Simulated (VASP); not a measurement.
Input of a VASP 6.6.1 run:

File INCAR:

```
SYSTEM = HfZrS4
PREC = Accurate
ENCUT = 520
EDIFF = 1E-6
ISMEAR = 0
SIGMA = 0.02
LREAL = .FALSE.
LASPH = .TRUE.
NELM = 60
ALGO = Normal
ISIF = 2
LWAVE = .FALSE.
LCHARG = .FALSE.
GGA = PE
NBANDS = 32
```

The input KPOINTS:

```
Automatic mesh
0
G
  8 8 6
  0 0 0
```

The input POSCAR:

```
HfZrS4
1.0
    7.4972187481     -1.8343951064      0.1148565157
    7.4972187481      1.8343951064      0.1148565157
   -2.7756873002      0.0000000000      5.7133347028
Zr Hf S
1 1 4
Direct
    0.0000000000      0.0000000000      0.0000000000
    0.5000000000      0.5000000000      0.5000000000
    0.3933469727      0.3933469727      0.0623110105
    0.8935513953      0.8935513953      0.5580348367
    0.6066530273      0.6066530273      0.9376889895
    0.1064486047      0.1064486047      0.4419651633
```

Potentials or basis: VASP PAW PBE potentials, release 64 (Zr_sv, Hf_pv, S).

Command:

```bash
$ cat potpaw_PBE.64/Zr_sv/POTCAR potpaw_PBE.64/Hf_pv/POTCAR potpaw_PBE.64/S/POTCAR > POTCAR
$ mpirun -np 1 vasp_std > vasp.out
```

(1) What does it give for the largest force?

(2) Predict the pressure.

(3) Predict the band gap on the k mesh.

Results:

(1) 0.056 eV/Å.

(2) -0.3 GPa.

(3) 1.16 eV.

Caveat: spin-orbit coupling is left out, which moves the levels of the heavy elements.
